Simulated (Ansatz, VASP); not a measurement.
# Ta in VASP and in Ansatz

INCAR

```
SYSTEM = Ta
ALGO = Normal ; EDIFF = 1E-8
ENCUT = 520 ; GGA = PE
ISIF = 2 ; ISMEAR = -1
LASPH = .TRUE. ; LCHARG = .FALSE.
LEFG = .TRUE. ; LREAL = .FALSE.
LWAVE = .FALSE. ; NBANDS = 12
NELM = 100 ; PREC = Accurate
SIGMA = 0.08
```

File KPOINTS:

```
k-points
0
G
  17 17 17
  0 0 0
```

The input POSCAR:

```
Ta
1.0
   -1.6567660204      1.6567660204      1.6567660204
    1.6567660204     -1.6567660204      1.6567660204
    1.6567660204      1.6567660204     -1.6567660204
Ta
1
Direct
    0.0000000000      0.0000000000      0.0000000000
```

Input for Ansatz:

```yaml
crystal:
  lattice:
    - [-1.6567660204, 1.6567660204, 1.6567660204]
    - [1.6567660204, -1.6567660204, 1.6567660204]
    - [1.6567660204, 1.6567660204, -1.6567660204]
  atoms:
    - { symbol: Ta, position: [0.0, 0.0, 0.0] }
kpoints:
  mp_grid: { grid: [17, 17, 17] }
scf:
  occupations: { method: fermi_dirac, width: 0.08 }
hamiltonian:
  xc: pbe
  pseudopotentials: { kind: all_electron, datasets: crystal }
output:
  forces: true
  stress: true
  eigenvalues: true
  efg: { contact_densities: true }
```

Change from the starting cell: volume scaled by 1.01, crystal datasets.

Alike in both runs: task electric field gradients; functional PBE; k mesh 17 × 17 × 17; occupations fermi-dirac, width 0.08 eV; no spin polarisation.

|  | VASP | Ansatz |
| --- | --- | --- |
| version | VASP 6.6.1 | Ansatz 0.2.0 |
| potentials or method | VASP PAW PBE potentials, release 64 (Ta_pv), cutoff 520 eV | all-electron PAW with datasets made for the crystal, scalar-relativistic |

Ansatz gave:

- pressure (GPa): 1.1

Q: What did VASP give for the same quantities?

A: Pressure (GPa): 1.2.

Ansatz ran all-electron here, and VASP with PAW potentials.

Spin-orbit coupling is off throughout.
